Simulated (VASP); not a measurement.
Input of a VASP 6.6.1 run:

Contents of INCAR:

```
SYSTEM = GaAs
PREC = Accurate ; ENCUT = 500
EDIFF = 1E-6 ; ISMEAR = 0
SIGMA = 0.02 ; LREAL = Auto
LASPH = .TRUE. ; NELM = 120
ALGO = Normal ; ISIF = 2
LWAVE = .FALSE. ; LCHARG = .FALSE.
GGA = PS ; NBANDS = 166
GGA_COMPAT = .FALSE.
```

KPOINTS

```
Automatic mesh
0
G
  3 3 3
  0 0 0
```

File POSCAR:

```
GaAs
1.0
   -5.6579527740      5.6579527740     -5.6579527740
   -5.6579527740     -5.6579527740      5.6579527740
    5.6579527740      5.6579527740      5.6579527740
Ga As
16 16
Direct
    0.7500000000      0.7500000000      0.5000000000
    0.5000000000      0.0000000000      0.5000000000
    0.5000000000      0.7500000000      0.7500000000
    0.2500000000      0.2500000000      0.5000000000
    0.2500000000      0.0000000000      0.7500000000
    0.2500000000      0.7500000000      0.0000000000
    0.0000000000      0.5000000000      0.5000000000
    0.0000000000      0.2500000000      0.7500000000
    0.0000000000      0.0000000000      0.0000000000
    0.0000000000      0.7500000000      0.2500000000
    0.7500000000      0.5000000000      0.7500000000
    0.7500000000      0.2500000000      0.0000000000
    0.7500000000      0.0000000000      0.2500000000
    0.5000000000      0.5000000000      0.0000000000
    0.5000000000      0.2500000000      0.2500000000
    0.2500000000      0.5000000000      0.2500000000
    0.0000000000      0.0000000000      0.7500000000
    0.7500000000      0.2500000000      0.7500000000
    0.7500000000      0.0000000000      0.0000000000
    0.5000000000      0.5000000000      0.7500000000
    0.5000000000      0.2500000000      0.0000000000
    0.5000000000      0.0000000000      0.2500000000
    0.2500000000      0.7500000000      0.7500000000
    0.2500000000      0.5000000000      0.0000000000
    0.2500000000      0.2500000000      0.2500000000
    0.2500000000      0.0000000000      0.5000000000
    0.0000000000      0.7500000000      0.0000000000
    0.0000000000      0.5000000000      0.2500000000
    0.0000000000      0.2500000000      0.5000000000
    0.7500000000      0.7500000000      0.2500000000
    0.7500000000      0.5000000000      0.5000000000
    0.5000000000      0.7500000000      0.5000000000
```

Potentials or basis: VASP PAW PBE potentials, release 64 (Ga_d, As).

Command:

```console
$ cat potpaw_PBE.64/Ga_d/POTCAR potpaw_PBE.64/As/POTCAR > POTCAR
$ mpirun -np 1 vasp_std > vasp.out
```

(1) Predict the band gap on the k mesh.

(2) What does it give for the pressure?

Answers

(1) 0.44 eV.

(2) 0.2 GPa.

Caveat: semilocal functionals underestimate gaps, and a narrow one can read as zero; the PAW data sets were made with another functional, which shifts forces and pressure a little.
